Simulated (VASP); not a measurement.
# Hf3C2 (P-3m1) in VASP: notebook

The runs below take Hf3C2 through single point, relaxation of cell and atoms, relaxation of shape and atoms at fixed volume, with PBE.

Everything below comes from runs of VASP 6.6.1. Logs are shortened: lines on timing, memory, paths and dates and some standing lists are left out, and cuts for length are marked.

## (1) The cell of the first run

The structure is trigonal, space group P-3m1 (No. 164). The conventional cell has a = 3.388 Å, b = 3.388 Å, c = 8.301 Å, α = 90.00°, β = 90.00°, γ = 120.00°. Hf (site symmetry -3m) has 6 C at 2.42 Å within 3.2 Å. Hf (site symmetry 3m) has 3 C at 2.27 Å within 3.0 Å. Within 3.0 Å of C (site symmetry 3m) lie 6 Hf at 2.27 to 2.42 Å.

## (2) Single point, PBE (volume scaled by 1.10, then relaxed in part)

INCAR reads:

```
PREC = Accurate
ENCUT = 520
EDIFF = 1E-6
ISMEAR = 0
SIGMA = 0.1
LREAL = False
LASPH = True
NELM = 100
ALGO = Normal
ISIF = 2
LWAVE = False
LCHARG = False
GGA = PE
NBANDS = 27
```

KPOINTS reads:

```
regular mesh
0
Gamma
  12 12 6
```

POSCAR reads:

```
Hf3C2
1.0
    3.3881612081      0.0000000000      0.0000000000
   -1.6940806040      2.9342336783      0.0000000000
    0.0000000000      0.0000000000      8.3007744023
Hf C
3 2
Direct
    0.0000000000      0.0000000000      0.0000000000
    0.3333333333      0.6666666667      0.6904303338
    0.6666666667      0.3333333333      0.3095696662
    0.3333333333      0.6666666667      0.1706804910
    0.6666666667      0.3333333333      0.8293195090
```

Potentials or basis: VASP PAW PBE potentials, release 64 (Hf_pv, C).

On the command line:

```bash
$ cat potpaw_PBE.64/Hf_pv/POTCAR potpaw_PBE.64/C/POTCAR > POTCAR
$ mpirun -np 1 vasp_std > vasp.out
```

OUTCAR:

```text
PREC = Accurate
   ENCUT = 520
   EDIFF = 1E-6
   ISMEAR = 0
   LREAL = False
   LASPH = True
   NELM = 100
   ISIF = 2
   GGA = PE

 ion  position               nearest neighbor table
   1  0.000  0.000  0.000-   4 2.42   5 2.42   4 2.42   5 2.42   5 2.42   4 2.42   2 3.23   3 3.23
                             2 3.23   3 3.23   2 3.23   3 3.23
   2  0.333  0.667  0.690-   5 2.27   5 2.27   5 2.27   1 3.23   1 3.23   1 3.23   3 3.72   3 3.72
                             3 3.72
   3  0.667  0.333  0.310-   4 2.27   4 2.27   4 2.27   1 3.23   1 3.23   1 3.23   2 3.72   2 3.72
                             2 3.72
   4  0.333  0.667  0.171-   3 2.27   3 2.27   3 2.27   1 2.42   1 2.42   1 2.42
   5  0.667  0.333  0.829-   2 2.27   2 2.27   2 2.27   1 2.42   1 2.42   1 2.42

  LATTYP: Found a hexagonal cell.
 ALAT       =     3.3881612081
 C/A-ratio  =     2.4499349035

  Lattice vectors:

 A1 = (   3.3881612081,   0.0000000000,   0.0000000000)
 A2 = (  -1.6940806040,   2.9342336783,   0.0000000000)
 A3 = (   0.0000000000,   0.0000000000,   8.3007744023)

Analysis of symmetry for initial positions (statically):
=====================================================================
 Subroutine PRICEL returns:
 Original cell was already a primitive cell.

 Routine SETGRP: Setting up the symmetry group for a
 hexagonal supercell.

 Subroutine GETGRP returns: Found 12 space group operations
 (whereof 12 operations were pure point group operations)
 out of a pool of 24 trial point group operations.

The static configuration has the point symmetry D_3d.

Analysis of symmetry for dynamics (positions and initial velocities):
=====================================================================
 Subroutine PRICEL returns:
 Original cell was already a primitive cell.

 Routine SETGRP: Setting up the symmetry group for a
 hexagonal supercell.

 Subroutine GETGRP returns: Found 12 space group operations
 (whereof 12 operations were pure point group operations)
 out of a pool of 24 trial point group operations.

The dynamic configuration has the point symmetry D_3d.

 Subroutine INISYM returns: Found 12 space group operations
 (whereof 12 operations are pure point group operations),
 and found     1 'primitive' translations

----------------------------------------------------------------------------------------

                                     Primitive cell

  volume of cell :      82.5234

  direct lattice vectors                    reciprocal lattice vectors
     3.388161208  0.000000000  0.000000000     0.295145342  0.170402243  0.000000000
    -1.694080604  2.934233678  0.000000000     0.000000000  0.340804486  0.000000000
[... 98 lines left out ...]
   ISYM   =      2    0-nonsym 1-usesym 2-fastsym
   POTIM  = 0.5000    time-step for ionic-motion
   TEBEG  =    0.0;   TEEND  =   0.0 temperature during run
   PSTRESS=    0.0 pullay stress
   NELECT =      38.0000    total number of electrons
   NUPDOWN=      -1.0000    fix difference up-down
   EMIN   =  10.00;   EMAX   =-10.00  energy-range for DOS
   EFERMI =   0.00;   METHOD = LEGACY
   ISMEAR =     0;   SIGMA  =   0.10  broadening in eV -4-tet -1-fermi 0-gaus
   EFERMI_NEDOS =   21; number of points for ismear=-14 and -15
   IALGO  =     38    algorithm
   IMIX   =      4    mixing-type and parameters
     AMIX     =   0.40;   BMIX     =  1.00
     AMIX_MAG =   1.60;   BMIX_MAG =  1.00
  volume/ion in A,a.u.               =      16.50       111.38
  Fermi-wavevector in a.u.,A,eV,Ry     =   1.264184  2.388961 21.744298  1.598161
  Thomas-Fermi vector in A             =   2.397502
   LORBIT       =      0    0 simple, 1 ext, 2 COOP (PROOUT), +10 PAW based schemes
   GGA     = PE    functional components
   LHFCALC =     F    Hartree Fock is set to
   AEXX    =    0.0000 exact exchange contribution
   IVDW    =     0    specifies the selected vdW correction
   LEPSILON=     F    determine dielectric tensor
   LRPA    =     F    only Hartree local field effects (RPA)
 non-spin polarized calculation
 Gauss-broadening in eV      SIGMA  =   0.10
  energy-cutoff  :      520.00
  volume of cell :       82.52
 maximum number of plane-waves:      2244
 NGX is ok and might be reduce to    28
   NGX = 13   NGY = 13   NGZ = 31

 number of electron      37.9999998 magnetization

 Free energy of the ion-electron system (eV)
  ---------------------------------------------------
  ext. energy  EPLUGINS =         0.00000000
  ---------------------------------------------------
  free energy    TOTEN  =       -51.83565400 eV

  energy without entropy =      -51.82181241  energy(sigma->0) =      -51.82873321

 E-fermi :   5.0139     XC(G=0): -11.2807

 val. band max:        4.9951636457   @ k =   0.3333   0.3333   0.5000
 cond. band min:       5.0148053007   @ k =   0.3333   0.3333   0.3333
 fundamental gap:      0.0196416550
 Fermi energy:         5.0138750754

 k-point     1 :       0.0000    0.0000    0.0000
  band No.  band energies     occupation
      1     -25.9570      2.00000
      2     -25.9022      2.00000
      3     -25.6051      2.00000
      4     -25.6051      2.00000
      5     -25.6005      2.00000
      6     -25.6005      2.00000
[... 709 lines left out ...]
     26       8.9905      0.00000
     27       9.4431      0.00000

 [... further k-points ...]

------------------------ aborting loop because EDIFF is reached ----------------------------------------

  FORCE on cell =-STRESS in cart. coord.  units (eV):
  Direction    XX          YY          ZZ          XY          YZ          ZX
  --------------------------------------------------------------------------------------
  -------------------------------------------------------------------------------------
  Total       -6.3163168     -6.3163168     -6.2843956     -0.0000000      0.0000000      0.0000000
  in kB     -122.6301088   -122.6301088   -122.0103640     -0.0000000      0.0000000      0.0000000
  external PRESSURE =    -122.4235272 kB  Pullay stress =       0.0000000 kB

 VOLUME and BASIS-vectors are now :
 -----------------------------------------------------------------------------
  energy-cutoff  :      520.00
  volume of cell :       82.52
      direct lattice vectors                 reciprocal lattice vectors
     3.388161208  0.000000000  0.000000000     0.295145342  0.170402243  0.000000000
    -1.694080604  2.934233678  0.000000000     0.000000000  0.340804486  0.000000000
     0.000000000  0.000000000  8.300774402     0.000000000  0.000000000  0.120470688

 POSITION                                       TOTAL-FORCE (eV/Angst)
 -----------------------------------------------------------------------------------
      0.00000      0.00000      0.00000        -0.000000      0.000000      0.000000
     -0.00000      1.95616      5.73111         0.000000      0.000000      0.065650
      1.69408      0.97808      2.56967         0.000000     -0.000000     -0.065650
     -0.00000      1.95616      1.41678        -0.000000     -0.000000      0.006827
      1.69408      0.97808      6.88399        -0.000000      0.000000     -0.006827
 -----------------------------------------------------------------------------------
    total drift:                                0.000000     -0.000000      0.000000

  FREE ENERGIE OF THE ION-ELECTRON SYSTEM (eV)
  ---------------------------------------------------
  free  energy   TOTEN  =       -51.8356540026 eV

  energy  without entropy=      -51.8218124100  energy(sigma->0) =      -51.82873321
```

stdout:

```text
POSCAR found type information on POSCAR HfC
 POSCAR found :  2 types and       5 ions
 scaLAPACK will be used
 LDA part: xc-table for (Slater+PW92), standard interpolation
 POSCAR, INCAR and KPOINTS ok, starting setup
 FFT: planning ... GRIDC
 FFT: planning ... GRID_SOFT
 FFT: planning ... GRID
 WAVECAR not read
 entering main loop
```

Wall time 3.2 min (1 thread of Intel Xeon 6975P-C, shared host); peak memory 0.34 GiB.

What came out:

```
Free energy            : -51.8357 eV
Pressure               : -12.2 GPa
Largest force          : 0.066 eV/Å
Band gap on the k mesh : zero (band 19 reaches 5.92 eV, above the bottom of band 20 at 4.82 eV)
```

Forces in eV/Å, atoms in the order of the input:
```
Hf   0.000  0.000  0.000
Hf   0.000  0.000  0.066
Hf   0.000  0.000 -0.066
C    0.000  0.000  0.007
C    0.000  0.000 -0.007
```

Levels at points of the mesh, in eV from the Fermi level:
| k point | band 15 | band 16 | band 17 | band 18 | band 19 | band 20 | band 21 | band 22 | band 23 | band 24 |
| --- | --- | --- | --- | --- | --- | --- | --- | --- | --- | --- |
| (0.00, 0.00, 0.00) | -3.10 | -2.39 | -2.06 | -2.06 | 0.82 | 0.82 | 1.19 | 2.74 | 2.74 | 2.90 |
| (0.50, 0.00, 0.00) | -3.00 | -2.78 | -2.02 | -1.92 | -1.02 | 0.16 | 1.94 | 3.50 | 3.70 | 3.72 |
| (0.00, 0.00, 0.50) | -3.13 | -1.98 | -1.98 | -1.49 | 0.79 | 0.99 | 0.99 | 2.13 | 2.13 | 2.70 |
| (0.50, 0.00, 0.50) | -2.99 | -2.87 | -1.93 | -1.74 | -1.06 | 0.04 | 1.41 | 3.10 | 3.32 | 4.22 |

Caveat: spin-orbit coupling is left out, which moves the levels of the heavy elements.

[end of part 1 of 2]
